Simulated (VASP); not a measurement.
# HfZrSe4 (I-42m) in VASP: notebook

HfZrSe4 is run at these levels: PBE; tasks: single point.

Program: VASP 6.6.1. These are calculated values, not measurements. Logs are shortened: lines on timing, memory, paths and dates and some standing lists are left out, and cuts for length are marked.

## Step 1: The cell of the first run

Symmetry: I-42m, No. 121, tetragonal system. The conventional cell has a = 5.936 Å, b = 5.936 Å, c = 7.600 Å, α = 90.00°, β = 90.00°, γ = 90.00°. Within 3.9 Å of Zr (site symmetry -42m) lie 8 Se at 2.96 to 3.12 Å and 2 Hf at 3.80 Å. Within 2.3 Å of Hf (site symmetry -42m) lie 4 Se at 1.74 Å. Within 2.3 Å of Se (site symmetry m) lie 1 Hf at 1.74 Å.

## Step 2: Single point, PBE

Contents of INCAR:

```
ALGO     = Normal         # electronic algorithm
EDIFF    = 1E-7           # SCF threshold, eV
ENCUT    = 520            # plane-wave cutoff, eV
GGA      = PE             # functional
ISIF     = 2              # what is computed and relaxed
ISMEAR   = 0              # smearing method
LASPH    = T              # aspherical terms in the spheres
LCHARG   = F              # write CHGCAR
LREAL    = F              # projectors in reciprocal space
LWAVE    = F              # write WAVECAR
NBANDS   = 32             # bands
NELM     = 100            # most SCF steps
PREC     = Accurate       # precision mode
SIGMA    = 0.1            # smearing width, eV
```

Contents of KPOINTS:

```
k-points
0
Gamma
  4 4 4
```

Contents of POSCAR:

```
HfZrSe4
1.0
   -2.9679444600      2.9679444600      3.7998847300
    2.9679444600     -2.9679444600      3.7998847300
    2.9679444600      2.9679444600     -3.7998847300
Zr Hf Se
1 1 4
Direct
    0.5000000000      0.5000000000      0.0000000000
    0.0000000000      0.0000000000      0.0000000000
    0.0344968100      0.0344968100      0.3366426200
    0.9655031900      0.3021458100      0.0000000000
    0.3021458100      0.9655031900      0.0000000000
    0.6978541900      0.6978541900      0.6633573800
```

Potentials or basis: VASP PAW PBE potentials, release 64 (Zr_sv, Hf_pv, Se).

Run with:

```console
$ cat potpaw_PBE.64/Zr_sv/POTCAR potpaw_PBE.64/Hf_pv/POTCAR potpaw_PBE.64/Se/POTCAR > POTCAR
$ mpirun -np 1 vasp_std > vasp.out
```

OUTCAR:

```text
EDIFF = 1E-7
   ENCUT = 520
   GGA = PE
   ISIF = 2
   ISMEAR = 0
   LASPH = T
   LREAL = F
   NELM = 100
   PREC = Accurate

 ion  position               nearest neighbor table
   1  0.500  0.500  0.000-   6 2.96   4 2.96   5 2.96   3 2.96   6 3.12   3 3.12   5 3.12   4 3.12
                             2 3.80   2 3.80
   2  0.000  0.000  0.000-   3 1.74   4 1.74   5 1.74   6 1.74   1 3.80   1 3.80
   3  0.034  0.034  0.337-   2 1.74   1 2.96   1 3.12
   4  0.966  0.302  0.000-   2 1.74   1 2.96   1 3.12
   5  0.302  0.966  0.000-   2 1.74   1 2.96   1 3.12
   6  0.698  0.698  0.663-   2 1.74   1 2.96   1 3.12

  LATTYP: Found a body centered tetragonal cell.
 ALAT       =     5.9358889200
 C/A-ratio  =     1.2803085709

  Lattice vectors:

 A1 = (  -2.9679444600,   2.9679444600,   3.7998847300)
 A2 = (   2.9679444600,  -2.9679444600,   3.7998847300)
 A3 = (   2.9679444600,   2.9679444600,  -3.7998847300)

Analysis of symmetry for initial positions (statically):
=====================================================================
 Subroutine PRICEL returns:
 Original cell was already a primitive cell.

 Routine SETGRP: Setting up the symmetry group for a
 body centered tetragonal supercell.

 Subroutine GETGRP returns: Found  8 space group operations
 (whereof  8 operations were pure point group operations)
 out of a pool of 16 trial point group operations.

The static configuration has the point symmetry D_2d.

Analysis of symmetry for dynamics (positions and initial velocities):
=====================================================================
 Subroutine PRICEL returns:
 Original cell was already a primitive cell.

 Routine SETGRP: Setting up the symmetry group for a
 body centered tetragonal supercell.

 Subroutine GETGRP returns: Found  8 space group operations
 (whereof  8 operations were pure point group operations)
 out of a pool of 16 trial point group operations.

The dynamic configuration has the point symmetry D_2d.

 Subroutine INISYM returns: Found  8 space group operations
 (whereof  8 operations are pure point group operations),
 and found     1 'primitive' translations

----------------------------------------------------------------------------------------

                                     Primitive cell

  volume of cell :     133.8881

  direct lattice vectors                    reciprocal lattice vectors
    -2.967944460  2.967944460  3.799884730     0.000000000  0.168466764  0.131582939
     2.967944460 -2.967944460  3.799884730     0.168466764  0.000000000  0.131582939
     2.967944460  2.967944460 -3.799884730     0.168466764  0.168466764  0.000000000

  length of vectors
     5.661847101  5.661847101  5.661847101     0.213764170  0.213764170  0.238247983

  position of ions in fractional coordinates (direct lattice)
     0.500000000  0.500000000  0.000000000
     0.000000000  0.000000000  0.000000000
     0.034496810  0.034496810  0.336642620
     0.965503190  0.302145810  0.000000000
     0.302145810  0.965503190  0.000000000
     0.697854190  0.697854190  0.663357380

  ion indices of the primitive-cell ions
   primitive index   ion index
                 1           1
                 2           2
                 3           3
                 4           4
                 5           5
                 6           6

----------------------------------------------------------------------------------------

 KPOINTS: k-points

Automatic generation of k-mesh.
 Grid dimensions read from file:
 generate k-points for:    4    4    4

 Generating k-lattice:

  Cartesian coordinates                     Fractional coordinates (reciprocal lattice)
     0.000000000  0.042116691  0.032895735     0.250000000  0.000000000  0.000000000
     0.042116691  0.000000000  0.032895735     0.000000000  0.250000000  0.000000000
     0.042116691  0.042116691  0.000000000     0.000000000  0.000000000  0.250000000

  Length of vectors
     0.053441043  0.053441043  0.059561996

  Shift w.r.t. Gamma in fractional coordinates (k-lattice)
     0.000000000  0.000000000  0.000000000

 Subroutine IBZKPT returns following result:
 ===========================================

 Found     13 irreducible k-points:

 Following reciprocal coordinates:
            Coordinates               Weight
  0.000000  0.000000  0.000000      1.000000
  0.250000  0.000000 -0.000000      8.000000
  0.500000  0.000000 -0.000000      4.000000
  0.250000  0.250000 -0.000000      8.000000
  0.500000  0.250000 -0.000000     16.000000
 -0.250000  0.250000  0.000000      4.000000
  0.500000  0.500000 -0.000000      2.000000
  0.250000  0.250000  0.250000      2.000000
 -0.250000  0.250000  0.250000      4.000000
  0.500000  0.500000  0.250000      4.000000
 -0.250000  0.500000  0.250000      8.000000
 -0.250000 -0.250000  0.250000      2.000000
  0.500000  0.500000  0.500000      1.000000
   k-points           NKPTS =     13   k-points in BZ     NKDIM =     13   number of bands    NBANDS=     32
   number of dos      NEDOS =    301   number of ions     NIONS =      6
   total plane-waves  NPLWV =  74088
   dimension x,y,z NGX =    42 NGY =   42 NGZ =   42
   dimension x,y,z NGXF=    84 NGYF=   84 NGZF=   84
   ions per type =               1   1   4
   NGX,Y,Z   is equivalent  to a cutoff of  12.33, 12.33, 12.33 a.u.
   NGXF,Y,Z  is equivalent  to a cutoff of  24.66, 24.66, 24.66 a.u.
 SYSTEM =  unknown system
   PREC   = accura    normal or accurate (medium, high low for compatibility)
   ISTART =      0    job   : 0-new  1-cont  2-samecut
   ICHARG =      2    charge: 1-file 2-atom 10-const
   ISPIN  =      1    spin polarized calculation?
   LNONCOLLINEAR =      F non collinear calculations
   LSORBIT =      F    spin-orbit coupling
   LASPH  =      T    aspherical Exc in radial PAW
   ENCUT  =  520.0 eV  38.22 Ry    6.18 a.u.  10.53 10.53 10.53*2*pi/ulx,y,z
   NELM   =    100;   NELMIN=  2; NELMDL= -5     # of ELM steps
   EDIFF  = 0.1E-06   stopping-criterion for ELM
   LREAL  =      F    real-space projection
   EDIFFG = 0.1E-05   stopping-criterion for IOM
   NSW    =      0    number of steps for IOM
   IBRION =     -1    ionic relax: 0-MD 1-quasi-New 2-CG
   NFREE  =      0    steps in history (QN), initial steepest desc. (CG)
   ISIF   =      2    stress and relaxation
   ISYM   =      2    0-nonsym 1-usesym 2-fastsym
   POTIM  = 0.5000    time-step for ionic-motion
   TEBEG  =    0.0;   TEEND  =   0.0 temperature during run
   PSTRESS=    0.0 pullay stress
   NELECT =      46.0000    total number of electrons
   NUPDOWN=      -1.0000    fix difference up-down
   EMIN   =  10.00;   EMAX   =-10.00  energy-range for DOS
   EFERMI =   0.00;   METHOD = LEGACY
   ISMEAR =     0;   SIGMA  =   0.10  broadening in eV -4-tet -1-fermi 0-gaus
   EFERMI_NEDOS =   21; number of points for ismear=-14 and -15
   IALGO  =     38    algorithm
   IMIX   =      4    mixing-type and parameters
     AMIX     =   0.40;   BMIX     =  1.00
     AMIX_MAG =   1.60;   BMIX_MAG =  1.00
  volume/ion in A,a.u.               =      22.31       150.59
  Fermi-wavevector in a.u.,A,eV,Ry     =   1.146604  2.166767 17.887590  1.314701
  Thomas-Fermi vector in A             =   2.283288
   LORBIT       =      0    0 simple, 1 ext, 2 COOP (PROOUT), +10 PAW based schemes
   GGA     = PE    functional components
   LHFCALC =     F    Hartree Fock is set to
   AEXX    =    0.0000 exact exchange contribution
   IVDW    =     0    specifies the selected vdW correction
   LEPSILON=     F    determine dielectric tensor
   LRPA    =     F    only Hartree local field effects (RPA)
 non-spin polarized calculation
 Gauss-broadening in eV      SIGMA  =   0.10
  energy-cutoff  :      520.00
  volume of cell :      133.89
 maximum number of plane-waves:      3636
   NGX = 21   NGY = 21   NGZ = 21

 number of electron      46.0000001 magnetization

 Free energy of the ion-electron system (eV)
  ---------------------------------------------------
  ext. energy  EPLUGINS =         0.00000000
  ---------------------------------------------------
  free energy    TOTEN  =         3.69788830 eV

  energy without entropy =        3.70450116  energy(sigma->0) =        3.70119473

 E-fermi :   5.2475     XC(G=0):  -9.8390

 val. band max:        5.2452781372   @ k =   0.5000   0.5000   0.5000
 cond. band min:       5.2513763749   @ k =   0.5000   0.5000   0.5000
 fundamental gap:      0.0060982378
 Fermi energy:         5.2474640607

 k-point     1 :       0.0000    0.0000    0.0000
  band No.  band energies     occupation
      1     -45.5460      2.00000
      2     -27.1416      2.00000
      3     -26.8412      2.00000
      4     -26.8412      2.00000
      5     -23.5211      2.00000
      6     -23.4613      2.00000
[... 24 lines left out ...]
     31      10.3841      0.00000
     32      10.9313      0.00000

 k-point     2 :       0.2500    0.0000   -0.0000
  band No.  band energies     occupation
      1     -45.5460      2.00000
      2     -27.1417      2.00000
      3     -26.8416      2.00000
      4     -26.8414      2.00000
      5     -23.5228      2.00000
      6     -23.4620      2.00000
[... 24 lines left out ...]
     31       9.8794      0.00000
     32      10.4240      0.00000
[... 348 lines left out ...]
     31      10.5269      0.00000
     32      11.7031      0.00000

 k-point    13 :       0.5000    0.5000    0.5000
  band No.  band energies     occupation
      1     -45.5460      2.00000
      2     -27.1440      2.00000
      3     -26.8424      2.00000
      4     -26.8424      2.00000
      5     -23.5232      2.00000
      6     -23.4624      2.00000
[... 24 lines left out ...]
     31      11.4236      0.00000
     32      11.4236      0.00000

------------------------ aborting loop because EDIFF is reached ----------------------------------------

  FORCE on cell =-STRESS in cart. coord.  units (eV):
  Direction    XX          YY          ZZ          XY          YZ          ZX
  --------------------------------------------------------------------------------------
  -------------------------------------------------------------------------------------
  Total       89.5707649     89.5707649     85.7893604      0.0000000      0.0000000      0.0000000
  in kB     1071.8522209   1071.8522209   1026.6018900      0.0000000      0.0000000      0.0000000
  external PRESSURE =    1056.7687773 kB  Pullay stress =       0.0000000 kB

 VOLUME and BASIS-vectors are now :
 -----------------------------------------------------------------------------
  energy-cutoff  :      520.00
  volume of cell :      133.89
      direct lattice vectors                 reciprocal lattice vectors
    -2.967944460  2.967944460  3.799884730     0.000000000  0.168466764  0.131582939
     2.967944460 -2.967944460  3.799884730     0.168466764  0.000000000  0.131582939
     2.967944460  2.967944460 -3.799884730     0.168466764  0.168466764  0.000000000

 POSITION                                       TOTAL-FORCE (eV/Angst)
 -----------------------------------------------------------------------------------
      0.00000      0.00000      3.79988         0.000000     -0.000000     -0.000000
      0.00000      0.00000      0.00000         0.000000     -0.000000     -0.000000
      0.99914      0.99914     -1.01704        23.671987     23.671987    -22.946221
     -1.96881      1.96881      4.81692        23.671987    -23.671987     22.946221
      1.96881     -1.96881      4.81692       -23.671987     23.671987     22.946221
      1.96881      1.96881      2.78285       -23.671987    -23.671987    -22.946221
 -----------------------------------------------------------------------------------
    total drift:                               -0.000000     -0.000000     -0.000000

  FREE ENERGIE OF THE ION-ELECTRON SYSTEM (eV)
  ---------------------------------------------------
  free  energy   TOTEN  =         3.6978882959 eV

  energy  without entropy=        3.7045011577  energy(sigma->0) =        3.70119473
```

Wall time 49 s (1 thread of AMD EPYC 9R45 (Zen 5), shared host); peak memory 0.25 GiB.

What came out:

| Quantity | Value |
| --- | --- |
| Free energy | 3.6979 eV |
| Pressure | 105.7 GPa |
| Largest force | 40.586 eV/Å |

Forces on the atoms (eV/Å):
```
Zr    0.000   0.000   0.000
Hf    0.000   0.000   0.000
Se   23.672  23.672 -22.946
Se   23.672 -23.672  22.946
Se  -23.672  23.672  22.946
Se  -23.672 -23.672 -22.946
```

Caveat: the k points lie up to 0.37 Å⁻¹ apart; spin-orbit coupling is left out, which moves the levels of the heavy elements; forces of over 1 eV/Å act on the atoms, so gaps and moduli don't describe the material at rest.

## Step 3: Single point, PBE

This run uses another cell than the first one, of 36.10 Å³/atom, 1.618 times its volume.

Contents of INCAR:

```
PREC = Accurate ; ENCUT = 520
EDIFF = 1E-6 ; ISMEAR = 0
SIGMA = 0.1 ; LREAL = False
LASPH = True ; NELM = 60
ALGO = Normal ; ISIF = 2
LWAVE = False ; LCHARG = False
GGA = PE ; NBANDS = 32
```

Contents of KPOINTS:

```
Automatic mesh
0
Gamma
  4 4 4
```

Contents of POSCAR:

```
HfZrSe4
1.0
   -2.8464624413      2.8464624413      6.6832197511
    2.8464624413     -2.8464624413      6.6832197511
    2.8464624413      2.8464624413     -6.6832197511
Zr Hf Se
1 1 4
Direct
    0.5000000000      0.5000000000      0.0000000000
    0.0000000000      0.0000000000      0.0000000000
    0.1317879127      0.1317879127      0.4959810695
    0.8682120873      0.3641931568      0.0000000000
    0.3641931568      0.8682120873      0.0000000000
    0.6358068432      0.6358068432      0.5040189305
```

Potentials or basis: VASP PAW PBE potentials, release 64 (Zr_sv, Hf_pv, Se).

Run with:

```console
$ cat potpaw_PBE.64/Zr_sv/POTCAR potpaw_PBE.64/Hf_pv/POTCAR potpaw_PBE.64/Se/POTCAR > POTCAR
$ mpirun -np 1 vasp_std > vasp.out
```

Run time: 2.7 min. Hardware: 1 thread of AMD EPYC 9R45 (Zen 5), shared host; peak memory 0.5 GiB.

It converged, with:

```
Free energy            : -38.6257 eV
Pressure               : 0.0 GPa
Largest force          : 0.018 eV/Å
Band gap on the k mesh : 1.59 eV, indirect (least direct gap 1.74 eV)
```

Forces in eV/Å, atoms in the order of the input:
```
Zr   0.000  0.000  0.000
Hf   0.000  0.000  0.000
Se   0.012  0.012 -0.006
Se   0.012 -0.012  0.006
Se  -0.012  0.012  0.006
Se  -0.012 -0.012 -0.006
```

Levels at points of the mesh, in eV from the valence-band top:
```csv
k point,band 21,band 22,band 23,band 24,band 25,band 26
"(0.00, 0.00, 0.00)",-0.92,-0.07,-0.07,1.73,1.73,1.99
"(0.50, 0.00, 0.00)",-1.31,-0.59,-0.56,1.77,1.88,2.53
"(0.50, 0.50, 0.00)",-1.01,-0.46,-0.44,2.42,2.70,3.05
"(0.50, 0.50, 0.50)",-0.68,0.00,0.00,1.74,1.74,2.00
```

Caveat: spin-orbit coupling is left out, which moves the levels of the heavy elements. A k mesh can miss the band edges.
